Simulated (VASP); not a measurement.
Write the native input for VASP 6.6.1 that does the following.

- Task: single point
- Functional: PBE
- Potentials or basis: VASP PAW PBE potentials, release 64 (B, As)
- Cutoff: 500 eV
- k mesh: 1 × 1 × 1, shifted
- Occupations: gaussian, width 0.01 eV
- Spin: no spin polarisation
- Dipole correction: no
- Further INCAR settings: LREAL = Auto; ALGO = Normal; EDIFF = 1e-06; NBANDS = 141

The structure of BAs lies in POSCAR:

```
BAs
1.0
    0.0000000000      7.2140126950      7.2140126950
    7.2140126950      0.0000000000      7.2140126950
    7.2140126950      7.2140126950      0.0000000000
B As
27 27
Direct
    0.2500000000      0.2500000000      0.2500000000
    0.2500000000      0.2500000000      0.5833333333
    0.2500000000      0.2500000000      0.9166666667
    0.2500000000      0.5833333333      0.2500000000
    0.2500000000      0.5833333333      0.5833333333
    0.2500000000      0.5833333333      0.9166666667
    0.2500000000      0.9166666667      0.2500000000
    0.2500000000      0.9166666667      0.5833333333
    0.2500000000      0.9166666667      0.9166666667
    0.5833333333      0.2500000000      0.2500000000
    0.5833333333      0.2500000000      0.5833333333
    0.5833333333      0.2500000000      0.9166666667
    0.5833333333      0.5833333333      0.2500000000
    0.5833333333      0.5833333333      0.5833333333
    0.5833333333      0.5833333333      0.9166666667
    0.5833333333      0.9166666667      0.2500000000
    0.5833333333      0.9166666667      0.5833333333
    0.5833333333      0.9166666667      0.9166666667
    0.9166666667      0.2500000000      0.2500000000
    0.9166666667      0.2500000000      0.5833333333
    0.9166666667      0.2500000000      0.9166666667
    0.9166666667      0.5833333333      0.2500000000
    0.9166666667      0.5833333333      0.5833333333
    0.9166666667      0.5833333333      0.9166666667
    0.9166666667      0.9166666667      0.2500000000
    0.9166666667      0.9166666667      0.5833333333
    0.9166666667      0.9166666667      0.9166666667
    0.0000000000      0.0000000000      0.0000000000
    0.0000000000      0.0000000000      0.3333333333
    0.0000000000      0.0000000000      0.6666666667
    0.0000000000      0.3333333333      0.0000000000
    0.0000000000      0.3333333333      0.3333333333
    0.0000000000      0.3333333333      0.6666666667
    0.0000000000      0.6666666667      0.0000000000
    0.0000000000      0.6666666667      0.3333333333
    0.0000000000      0.6666666667      0.6666666667
    0.3333333333      0.0000000000      0.0000000000
    0.3333333333      0.0000000000      0.3333333333
    0.3333333333      0.0000000000      0.6666666667
    0.3333333333      0.3333333333      0.0000000000
    0.3333333333      0.3333333333      0.3333333333
    0.3333333333      0.3333333333      0.6666666667
    0.3333333333      0.6666666667      0.0000000000
    0.3333333333      0.6666666667      0.3333333333
    0.3333333333      0.6666666667      0.6666666667
    0.6666666667      0.0000000000      0.0000000000
    0.6666666667      0.0000000000      0.3333333333
    0.6666666667      0.0000000000      0.6666666667
    0.6666666667      0.3333333333      0.0000000000
    0.6666666667      0.3333333333      0.3333333333
    0.6666666667      0.3333333333      0.6666666667
    0.6666666667      0.6666666667      0.0000000000
    0.6666666667      0.6666666667      0.3333333333
    0.6666666667      0.6666666667      0.6666666667
```

The input as run:

INCAR

```
ALGO = Normal ; EDIFF = 1E-6
ENCUT = 500 ; GGA = PE
GGA_COMPAT = False ; ISIF = 2
ISMEAR = 0 ; LASPH = True
LCHARG = True ; LELF = True
LREAL = Auto ; LVHAR = True
LWAVE = False ; NBANDS = 141
NELM = 120 ; PREC = Accurate
SIGMA = 0.01
```

KPOINTS

```
Automatic mesh
0
Gamma
  1 1 1
  0.25 0.25 0.25
```

Potentials or basis: VASP PAW PBE potentials, release 64 (B, As).

Run with:

```bash
$ cat potpaw_PBE.64/B/POTCAR potpaw_PBE.64/As/POTCAR > POTCAR
$ mpirun -np 1 vasp_std > vasp.out
```

Results of the run:

```
Pressure               : 1.7 GPa
Band gap on the k mesh : 1.74 eV
```

Caveat: the k points lie up to 0.75 Å⁻¹ apart; a shifted mesh leaves out Γ, where band edges can lie.

Run time: 8.2 min on 1 thread of AMD EPYC 7R13, with other jobs on the host, peak memory 0.9 GiB.
